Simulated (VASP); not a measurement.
Set up this calculation in VASP 6.6.1, as the native input.

```yaml
Task: single point
Functional: r2SCAN
Potentials_or_basis: VASP PAW PBE potentials, release 64 (Ga_d, N)
Cutoff: 520 eV
k_mesh: 6 × 6 × 6
Occupations: gaussian, width 0.01 eV
Spin: no spin polarisation
Dipole_correction: no
Further_INCAR_settings: ALGO = Normal; EDIFF = 1e-06; NBANDS = 16
```

Crystal: GaN.

```
Ga N
1.0
     0.00000    2.10852    2.10852
     2.10852    0.00000    2.10852
     2.10852    2.10852    0.00000
Ga N
1 1
Direct
  0.50000 0.50000 0.50000
  0.00000 0.00000 0.00000
```

The input as run:

POSCAR

```
GaN
1.0
    0.0000000000      2.1085153661      2.1085153661
    2.1085153661      0.0000000000      2.1085153661
    2.1085153661      2.1085153661      0.0000000000
Ga N
1 1
Direct
    0.5000000000      0.5000000000      0.5000000000
    0.0000000000      0.0000000000      0.0000000000
```

INCAR.step1

```
  PREC = Accurate
  ENCUT = 520
  ISMEAR = 0
  SIGMA = 0.01
  LREAL = F
  LASPH = T
  NELM = 80
  NBANDS = 16
  GGA = PE
  ALGO = Normal
  EDIFF = 1E-4
  LWAVE = T
  LCHARG = F
```

INCAR.step2

```
  PREC = Accurate
  ENCUT = 520
  EDIFF = 1E-6
  ISMEAR = 0
  SIGMA = 0.01
  LREAL = F
  LASPH = T
  NELM = 80
  ALGO = Normal
  ISIF = 2
  LWAVE = F
  LCHARG = F
  METAGGA = R2SCAN
  LMIXTAU = T
  NBANDS = 16
  ISTART = 1
```

KPOINTS

```
Automatic mesh
0
Gamma
  6 6 6
```

Potentials or basis: VASP PAW PBE potentials, release 64 (Ga_d, N).

Run with:

```bash
$ cat potpaw_PBE.64/Ga_d/POTCAR potpaw_PBE.64/N/POTCAR > POTCAR
$ cp INCAR.step1 INCAR
$ mpirun -np 1 vasp_std > vasp.out
$ cp INCAR.step2 INCAR
$ mpirun -np 1 vasp_std > vasp.out
```

Results of the run:

```
Pressure               : 1.2 GPa
Band gap on the k mesh : 1.13 eV, indirect (least direct gap 3.40 eV)
```

Caveat: the k points lie up to 0.43 Å⁻¹ apart; the PAW data sets were made with another functional, which shifts forces and pressure a little.

Run time: 21 s on 1 thread of AMD EPYC 7R13 Processor (Zen 3) (shared host), peak memory 0.11 GiB.
